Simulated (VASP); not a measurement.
# W (I4/mmm) in VASP: notebook

Runs on W. Level: LDA. Tasks: single point.

All numbers are computed with VASP 6.6.1; they aren't measurements. Logs are shortened: lines on timing, memory, paths and dates and some standing lists are left out, and cuts for length are marked.

## 1. The cell of the first run

Symmetry: I4/mmm, No. 139, tetragonal system. Conventional cell: a = 2.771 Å, b = 2.771 Å, c = 4.344 Å, α = 90.00°, β = 90.00°, γ = 90.00°. Within 3.7 Å of W (site symmetry 4/mmm) lie 12 W at 2.77 to 2.93 Å.

## 2. Single point, LDA (16.68 Å³/atom)

INCAR reads:

```
  PREC = Accurate
  ENCUT = 520
  EDIFF = 1E-6
  ISMEAR = 0
  SIGMA = 0.15
  LREAL = False
  LASPH = True
  NELM = 100
  ALGO = Fast
  ISIF = 2
  LWAVE = False
  LCHARG = False
  NBANDS = 13
```

KPOINTS reads:

```
Automatic mesh
0
Gamma
  22 22 22
```

POSCAR reads:

```
W
1.0
    0.0000000000      1.9595309607      2.1721400700
    1.9595309607      0.0000000000      2.1721400700
    1.9595309607      1.9595309607      0.0000000000
W
1
Direct
    0.0000000000      0.0000000000      0.0000000000
```

Potentials or basis: VASP PAW LDA potentials, release 64 (W_sv).

Started as:

```
> cat potpaw_LDA.64/W_sv/POTCAR > POTCAR
> mpirun -np 1 vasp_std > vasp.out
```

OUTCAR:

```text
PREC = Accurate
   ENCUT = 520
   EDIFF = 1E-6
   ISMEAR = 0
   LREAL = False
   LASPH = True
   NELM = 100
   ISIF = 2

 ion  position               nearest neighbor table
   1  0.000  0.000  0.000-

  LATTYP: Found a body centered tetragonal cell.
 ALAT       =     2.7711952605
 C/A-ratio  =     1.5676557339

  Lattice vectors:

 A1 = (  -1.9595309607,   0.0000000000,   2.1721400700)
 A2 = (   1.9595309607,   0.0000000000,   2.1721400700)
 A3 = (   0.0000000000,   1.9595309607,  -2.1721400700)

Analysis of symmetry for initial positions (statically):
=====================================================================
 Subroutine PRICEL returns:
 Original cell was already a primitive cell.

 Routine SETGRP: Setting up the symmetry group for a
 body centered tetragonal supercell.

 Subroutine GETGRP returns: Found 16 space group operations
 (whereof 16 operations were pure point group operations)
 out of a pool of 16 trial point group operations.

The static configuration has the point symmetry D_4h.

Analysis of symmetry for dynamics (positions and initial velocities):
=====================================================================
 Subroutine PRICEL returns:
 Original cell was already a primitive cell.

 Routine SETGRP: Setting up the symmetry group for a
 body centered tetragonal supercell.

 Subroutine GETGRP returns: Found 16 space group operations
 (whereof 16 operations were pure point group operations)
 out of a pool of 16 trial point group operations.

The dynamic configuration has the point symmetry D_4h.

 Subroutine INISYM returns: Found 16 space group operations
 (whereof 16 operations are pure point group operations),
 and found     1 'primitive' translations

----------------------------------------------------------------------------------------

                                     Primitive cell

  volume of cell :      16.6810

  direct lattice vectors                    reciprocal lattice vectors
     0.000000000  1.959530961  2.172140070    -0.255163103  0.255163103  0.230187734
     1.959530961  0.000000000  2.172140070     0.255163103 -0.255163103  0.230187734
     1.959530961  1.959530961  0.000000000     0.255163103  0.255163103 -0.230187734

  length of vectors
     2.925398104  2.925398104  2.771195261     0.428021975  0.428021975  0.428021975

  position of ions in fractional coordinates (direct lattice)
     0.000000000  0.000000000  0.000000000

  ion indices of the primitive-cell ions
   primitive index   ion index
                 1           1

----------------------------------------------------------------------------------------

 KPOINTS: Automatic mesh

Automatic generation of k-mesh.
 Grid dimensions read from file:
 generate k-points for:   22   22   22

 Generating k-lattice:

  Cartesian coordinates                     Fractional coordinates (reciprocal lattice)
    -0.011598323  0.011598323  0.010463079     0.045454545  0.000000000  0.000000000
     0.011598323 -0.011598323  0.010463079     0.000000000  0.045454545  0.000000000
     0.011598323  0.011598323 -0.010463079     0.000000000  0.000000000  0.045454545

  Length of vectors
     0.019455544  0.019455544  0.019455544

  Shift w.r.t. Gamma in fractional coordinates (k-lattice)
     0.000000000  0.000000000  0.000000000

 Subroutine IBZKPT returns following result:
 ===========================================

 Found    834 irreducible k-points:

 Following reciprocal coordinates:
            Coordinates               Weight
  0.000000  0.000000  0.000000      1.000000
  0.045455 -0.000000  0.000000      8.000000
  0.090909 -0.000000  0.000000      8.000000
  0.136364  0.000000  0.000000      8.000000
  0.181818  0.000000  0.000000      8.000000
  0.227273  0.000000  0.000000      8.000000
[... 16 lines left out ...]
  0.500000  0.045455  0.000000      8.000000
 -0.454545  0.045455  0.000000      8.000000
 [... further k-points ...]
   k-points           NKPTS =    834   k-points in BZ     NKDIM =    834   number of bands    NBANDS=     13
   number of dos      NEDOS =    301   number of ions     NIONS =      1
   total plane-waves  NPLWV =  13824
   dimension x,y,z NGX =    24 NGY =   24 NGZ =   24
   dimension x,y,z NGXF=    48 NGYF=   48 NGZF=   48
   ions per type =               1
   NGX,Y,Z   is equivalent  to a cutoff of  13.64, 13.64, 14.40 a.u.
   NGXF,Y,Z  is equivalent  to a cutoff of  27.28, 27.28, 28.80 a.u.
 SYSTEM =  unknown system
   PREC   = accura    normal or accurate (medium, high low for compatibility)
   ISTART =      0    job   : 0-new  1-cont  2-samecut
   ICHARG =      2    charge: 1-file 2-atom 10-const
   ISPIN  =      1    spin polarized calculation?
   LNONCOLLINEAR =      F non collinear calculations
   LSORBIT =      F    spin-orbit coupling
   LASPH  =      T    aspherical Exc in radial PAW
   ENCUT  =  520.0 eV  38.22 Ry    6.18 a.u.   5.44  5.44  5.15*2*pi/ulx,y,z
   NELM   =    100;   NELMIN=  2; NELMDL= -5     # of ELM steps
   EDIFF  = 0.1E-05   stopping-criterion for ELM
   LREAL  =      F    real-space projection
   EDIFFG = 0.1E-04   stopping-criterion for IOM
   NSW    =      0    number of steps for IOM
   IBRION =     -1    ionic relax: 0-MD 1-quasi-New 2-CG
   NFREE  =      0    steps in history (QN), initial steepest desc. (CG)
   ISIF   =      2    stress and relaxation
   ISYM   =      2    0-nonsym 1-usesym 2-fastsym
   POTIM  = 0.5000    time-step for ionic-motion
   TEBEG  =    0.0;   TEEND  =   0.0 temperature during run
   PSTRESS=    0.0 pullay stress
   NELECT =      14.0000    total number of electrons
   NUPDOWN=      -1.0000    fix difference up-down
   EMIN   =  10.00;   EMAX   =-10.00  energy-range for DOS
   EFERMI =   0.00;   METHOD = LEGACY
   ISMEAR =     0;   SIGMA  =   0.15  broadening in eV -4-tet -1-fermi 0-gaus
   EFERMI_NEDOS =   21; number of points for ismear=-14 and -15
   IALGO  =     68    algorithm
   IMIX   =      4    mixing-type and parameters
     AMIX     =   0.40;   BMIX     =  1.00
     AMIX_MAG =   1.60;   BMIX_MAG =  1.00
  volume/ion in A,a.u.               =      16.68       112.57
  Fermi-wavevector in a.u.,A,eV,Ry     =   1.544223  2.918159 32.444808  2.384626
  Thomas-Fermi vector in A             =   2.649775
   LORBIT       =      0    0 simple, 1 ext, 2 COOP (PROOUT), +10 PAW based schemes
   GGA     = CA    functional components
   LHFCALC =     F    Hartree Fock is set to
   AEXX    =    0.0000 exact exchange contribution
   IVDW    =     0    specifies the selected vdW correction
   LEPSILON=     F    determine dielectric tensor
   LRPA    =     F    only Hartree local field effects (RPA)
 non-spin polarized calculation
 RMM-DIIS sequential band-by-band and
 Gauss-broadening in eV      SIGMA  =   0.15
  energy-cutoff  :      520.00
  volume of cell :       16.68
 maximum number of plane-waves:       464
 NGX is ok and might be reduce to    24
   NGX = 11   NGY = 11   NGZ = 11

 number of electron      14.0000002 magnetization

 Free energy of the ion-electron system (eV)
  ---------------------------------------------------
  ext. energy  EPLUGINS =         0.00000000
  ---------------------------------------------------
  free energy    TOTEN  =       -13.63496623 eV

  energy without entropy =      -13.62354511  energy(sigma->0) =      -13.62925567

 E-fermi :  10.3312     XC(G=0): -13.5357

 val. band max:       10.3274947653   @ k =  -0.1364   0.0000   0.0909
 cond. band min:      10.3337841828   @ k =   0.3636   0.0000   0.0455
 fundamental gap:      0.0062894175
 Fermi energy:        10.3311651854

 k-point     1 :       0.0000    0.0000    0.0000
  band No.  band energies     occupation
      1     -63.1550      2.00000
      2     -27.1184      2.00000
      3     -27.0071      2.00000
      4     -27.0071      2.00000
      5       1.3169      2.00000
      6       8.6923      2.00000
      7      10.0975      1.97242
      8      10.0975      1.97242
      9      11.4279      0.00000
     10      13.5363      0.00000
     11      23.1454      0.00000
     12      26.1318      0.00000
     13      29.1702      0.00000

 k-point     2 :       0.0455   -0.0000    0.0000
  band No.  band energies     occupation
      1     -63.1529      2.00000
      2     -27.1276      2.00000
      3     -27.0269      2.00000
      4     -27.0085      2.00000
      5       1.4072      2.00000
      6       8.7156      2.00000
      7      10.0404      1.99389
      8      10.1399      1.92868
      9      11.4130      0.00000
     10      13.4775      0.00000
     11      23.3260      0.00000
     12      26.2049      0.00000
     13      28.7767      0.00000

 k-point     3 :       0.0909   -0.0000    0.0000
  band No.  band energies     occupation
      1     -63.1467      2.00000
      2     -27.1645      2.00000
      3     -27.0742      2.00000
      4     -27.0127      2.00000
      5       1.6718      2.00000
      6       8.7648      2.00000
      7       9.8895      1.99997
      8      10.2602      1.49664
      9      11.3969      0.00000
     10      13.3188      0.00000
     11      23.8262      0.00000
     12      26.2573      0.00000
     13      28.2199      0.00000
[... 305 lines left out ...]
 k-point    23 :       0.5000    0.0455    0.0000
  band No.  band energies     occupation
      1     -63.0501      2.00000
      2     -28.1517      2.00000
      3     -27.3197      2.00000
      4     -27.0809      2.00000
      5       4.7242      2.00000
      6       8.5709      2.00000
      7      10.1509      1.91083
      8      10.7589      0.00006
      9      14.6337      0.00000
     10      15.3977      0.00000
     11      20.2372      0.00000
     12      22.6371      0.00000
     13      28.4511      0.00000

 k-point    24 :      -0.4545    0.0455    0.0000
  band No.  band energies     occupation
      1     -63.0501      2.00000
      2     -28.1524      2.00000
      3     -27.3206      2.00000
      4     -27.0765      2.00000
      5       4.7259      2.00000
      6       8.6141      2.00000
      7      10.1400      1.92847
      8      10.6529      0.00242
      9      14.4966      0.00000
     10      15.5341      0.00000
     11      20.3089      0.00000
     12      22.7284      0.00000
     13      28.2235      0.00000

 [... further k-points ...]

------------------------ aborting loop because EDIFF is reached ----------------------------------------

  FORCE on cell =-STRESS in cart. coord.  units (eV):
  Direction    XX          YY          ZZ          XY          YZ          ZX
  --------------------------------------------------------------------------------------
  -------------------------------------------------------------------------------------
  Total       -1.9987134     -1.9987134     -0.8949059      0.0000000     -0.0000000     -0.0000000
  in kB     -191.9724977   -191.9724977    -85.9539521      0.0000000     -0.0000000     -0.0000000
  external PRESSURE =    -156.6329825 kB  Pullay stress =       0.0000000 kB

 VOLUME and BASIS-vectors are now :
 -----------------------------------------------------------------------------
  energy-cutoff  :      520.00
  volume of cell :       16.68
      direct lattice vectors                 reciprocal lattice vectors
     0.000000000  1.959530961  2.172140070    -0.255163103  0.255163103  0.230187734
     1.959530961  0.000000000  2.172140070     0.255163103 -0.255163103  0.230187734
     1.959530961  1.959530961  0.000000000     0.255163103  0.255163103 -0.230187734

 POSITION                                       TOTAL-FORCE (eV/Angst)
 -----------------------------------------------------------------------------------
      0.00000      0.00000      0.00000         0.000000      0.000000     -0.000000
 -----------------------------------------------------------------------------------
    total drift:                                0.000000      0.000000     -0.000000

  FREE ENERGIE OF THE ION-ELECTRON SYSTEM (eV)
  ---------------------------------------------------
  free  energy   TOTEN  =       -13.6349662286 eV

  energy  without entropy=      -13.6235451141  energy(sigma->0) =      -13.62925567
```

Run time: 2.3 min. Hardware: 1 thread of Intel Xeon 8259CL, shared host; peak memory 0.28 GiB.

Results:

```yaml
Free_energy: -13.6350 eV
Pressure: -15.7 GPa
Band_gap_on_the_k_mesh: zero (bands 7 and 8 overlap by 4.11 eV)
```

Levels at points of the mesh, in eV from the Fermi level:
| k point | band 5 | band 6 | band 7 | band 8 | band 9 | band 10 |
| --- | --- | --- | --- | --- | --- | --- |
| (0.00, 0.00, 0.00) | -9.01 | -1.64 | -0.23 | -0.23 | 1.10 | 3.21 |
| (0.50, 0.00, 0.00) | -5.68 | -1.68 | -0.25 | 0.57 | 4.29 | 4.97 |
| (0.50, 0.50, 0.00) | -5.65 | -4.48 | 1.64 | 4.80 | 5.27 | 5.27 |
| (0.50, 0.00, 0.50) | -5.54 | -4.61 | 3.59 | 4.31 | 4.49 | 6.27 |

Caveat: the stress differs along the axes, from -19 to -9 GPa; spin-orbit coupling is left out, which moves the levels of the heavy elements.

## 3. Single point, LDA (16.68 Å³/atom)

INCAR reads:

```
  PREC = Accurate
  ENCUT = 520
  EDIFF = 1E-7
  ISMEAR = 0
  SIGMA = 0.15
  LREAL = F
  LASPH = T
  NELM = 60
  ALGO = Fast
  ISIF = 2
  LWAVE = F
  LCHARG = T
  LELF = T
  LVHAR = T
  NBANDS = 13
```

KPOINTS is that of step 2.

POSCAR reads:

```
W
1.0
    0.0000000000      2.3264332037      1.5410293542
    2.3264332037      0.0000000000      1.5410293542
    2.3264332037      2.3264332037      0.0000000000
W
1
Direct
    0.0000000000      0.0000000000      0.0000000000
```

Potentials or basis: VASP PAW LDA potentials, release 64 (W_sv).

Started as:

```
> cat potpaw_LDA.64/W_sv/POTCAR > POTCAR
> mpirun -np 1 vasp_std > vasp.out
```

It took 2.3 min on 1 thread of Intel Xeon 8259CL, shared host; peak memory 0.28 GiB.

It converged, with:

* Free energy: -13.9819 eV
* Pressure: -20.5 GPa
* Band gap on the k mesh: zero (bands 7 and 8 overlap by 5.78 eV)

Stress tensor (GPa, compression positive):
```
-26.73   0.00   0.00
  0.00 -26.73   0.00
  0.00   0.00  -8.09
```

Levels at points of the mesh, in eV from the Fermi level:
| k point | band 3 | band 4 | band 5 | band 6 | band 7 | band 8 | band 9 | band 10 | band 11 | band 12 |
| --- | --- | --- | --- | --- | --- | --- | --- | --- | --- | --- |
| (0.00, 0.00, 0.00) | -37.69 | -37.65 | -9.26 | -1.68 | -0.84 | -0.84 | 1.47 | 2.58 | 14.10 | 14.10 |
| (0.50, 0.00, 0.00) | -38.07 | -37.71 | -5.91 | -3.59 | 0.86 | 2.00 | 3.37 | 5.70 | 10.44 | 11.34 |
| (0.50, 0.50, 0.00) | -38.51 | -38.34 | -5.52 | -5.36 | 4.72 | 4.72 | 4.98 | 7.39 | 7.39 | 9.16 |
| (0.50, 0.00, 0.50) | -37.97 | -37.66 | -5.95 | -2.73 | 0.36 | 1.22 | 2.49 | 5.57 | 9.96 | 11.72 |

Caveat: the stress differs along the axes, from -27 to -8 GPa; spin-orbit coupling is left out, which moves the levels of the heavy elements.

## 4. Single point, LDA (16.93 Å³/atom)

This run uses another cell than the first one, of 16.93 Å³/atom.

INCAR reads:

```
PREC = Accurate
ENCUT = 520
EDIFF = 1E-7
ISMEAR = 0
SIGMA = 0.15
LREAL = False
LASPH = True
NELM = 60
ALGO = Fast
ISIF = 2
LWAVE = False
LCHARG = True
GGA = CA
LELF = True
LVHAR = True
NBANDS = 13
```

KPOINTS reads:

```
regular mesh
0
Gamma
  22 22 22
```

POSCAR reads:

```
W
1.0
    0.0000000000      2.2207495873      1.7166394310
    2.2207495873      0.0000000000      1.7166394310
    2.2207495873      2.2207495873      0.0000000000
W
1
Direct
    0.0000000000      0.0000000000      0.0000000000
```

Potentials or basis: VASP PAW LDA potentials, release 64 (W_sv).

Started as:

```
> cat potpaw_LDA.64/W_sv/POTCAR > POTCAR
> mpirun -np 1 vasp_std > vasp.out
```

OUTCAR:

```text
PREC = Accurate
   ENCUT = 520
   EDIFF = 1E-7
   ISMEAR = 0
   LREAL = False
   LASPH = True
   NELM = 60
   ISIF = 2
   GGA = CA

 ion  position               nearest neighbor table
   1  0.000  0.000  0.000-

  LATTYP: Found a body centered tetragonal cell.
 ALAT       =     3.1406141850
 C/A-ratio  =     1.0931870837

  Lattice vectors:

 A1 = (   0.0000000000,  -2.2207495873,  -1.7166394310)
 A2 = (   0.0000000000,   2.2207495873,  -1.7166394310)
[... 565 lines left out ...]
     13      27.1992      0.00000

 [... further k-points ...]

------------------------ aborting loop because EDIFF is reached ----------------------------------------

  FORCE on cell =-STRESS in cart. coord.  units (eV):
  Direction    XX          YY          ZZ          XY          YZ          ZX
  --------------------------------------------------------------------------------------
  -------------------------------------------------------------------------------------
  Total       -1.7633696     -1.7633696     -3.9600124      0.0000000      0.0000000      0.0000000
  in kB     -166.8574728   -166.8574728   -374.7130929      0.0000000      0.0000000      0.0000000
  external PRESSURE =    -236.1426795 kB  Pullay stress =       0.0000000 kB

 VOLUME and BASIS-vectors are now :
 -----------------------------------------------------------------------------
  energy-cutoff  :      520.00
  volume of cell :       16.93
      direct lattice vectors                 reciprocal lattice vectors
     0.000000000  2.220749587  1.716639431    -0.225149203  0.225149203  0.291266757
     2.220749587  0.000000000  1.716639431     0.225149203 -0.225149203  0.291266757
     2.220749587  2.220749587  0.000000000     0.225149203  0.225149203 -0.291266757

 POSITION                                       TOTAL-FORCE (eV/Angst)
 -----------------------------------------------------------------------------------
      0.00000      0.00000      0.00000         0.000000      0.000000      0.000000
 -----------------------------------------------------------------------------------
    total drift:                               -0.000000      0.000000      0.000000

  FREE ENERGIE OF THE ION-ELECTRON SYSTEM (eV)
  ---------------------------------------------------
  free  energy   TOTEN  =       -13.9191469923 eV

  energy  without entropy=      -13.9130825988  energy(sigma->0) =      -13.91611480
```

OSZICAR:

```text
N       E                     dE             d eps       ncg     rms          rms(c)
DAV:   1     0.833412766550E+02    0.83341E+02   -0.74486E+03 21741   0.121E+03
DAV:   2    -0.129917472657E+02   -0.96333E+02   -0.92549E+02 24489   0.314E+02
DAV:   3    -0.146581319021E+02   -0.16664E+01   -0.16607E+01 23724   0.400E+01
DAV:   4    -0.146653945344E+02   -0.72626E-02   -0.72625E-02 24064   0.292E+00
DAV:   5    -0.146654597313E+02   -0.65197E-04   -0.65197E-04 24074   0.262E-01    0.186E+01
RMM:   6    -0.140651439973E+02    0.60032E+00   -0.49103E-01 23628   0.616E+00    0.719E+00
RMM:   7    -0.139237989628E+02    0.14135E+00   -0.30634E-01 23785   0.479E+00    0.936E-01
RMM:   8    -0.139194323136E+02    0.43666E-02   -0.11751E-02 26719   0.117E+00    0.230E-01
RMM:   9    -0.139191517522E+02    0.28056E-03   -0.17423E-03 26098   0.480E-01    0.254E-02
RMM:  10    -0.139191501371E+02    0.16151E-05   -0.25220E-04 27733   0.192E-01    0.109E-02
RMM:  11    -0.139191462406E+02    0.38966E-05   -0.44175E-05 27232   0.774E-02    0.235E-03
RMM:  12    -0.139191468501E+02   -0.60953E-06   -0.85721E-06 28446   0.366E-02    0.139E-03
RMM:  13    -0.139191469593E+02   -0.10919E-06   -0.12051E-06 25237   0.140E-02    0.162E-03
RMM:  14    -0.139191469923E+02   -0.33006E-07   -0.32730E-07 20552   0.675E-03
   1 F= -.13919147E+02 E0= -.13916115E+02  d E =-.606439E-02
```

Wall time 2.3 min (1 thread of Intel Xeon 8259CL, shared host); peak memory 0.28 GiB.

Results:

```yaml
Free_energy: -13.9191 eV
Pressure: -23.6 GPa
Band_gap_on_the_k_mesh: zero (bands 7 and 8 overlap by 5.28 eV)
```

Levels at points of the mesh, in eV from the Fermi level:
| k point | band 5 | band 6 | band 7 | band 8 | band 9 | band 10 |
| --- | --- | --- | --- | --- | --- | --- |
| (0.00, 0.00, 0.00) | -9.16 | -1.39 | -1.39 | -0.39 | 1.30 | 2.61 |
| (0.50, 0.00, 0.00) | -5.83 | -2.84 | 0.47 | 1.09 | 2.98 | 5.41 |
| (0.50, 0.50, 0.00) | -5.44 | -5.19 | 4.48 | 4.84 | 4.84 | 6.34 |
| (0.50, 0.00, 0.50) | -5.79 | -3.91 | 1.10 | 2.83 | 3.30 | 5.71 |

Caveat: the stress differs along the axes, from -37 to -17 GPa; spin-orbit coupling is left out, which moves the levels of the heavy elements.

[end of part 1 of 2]
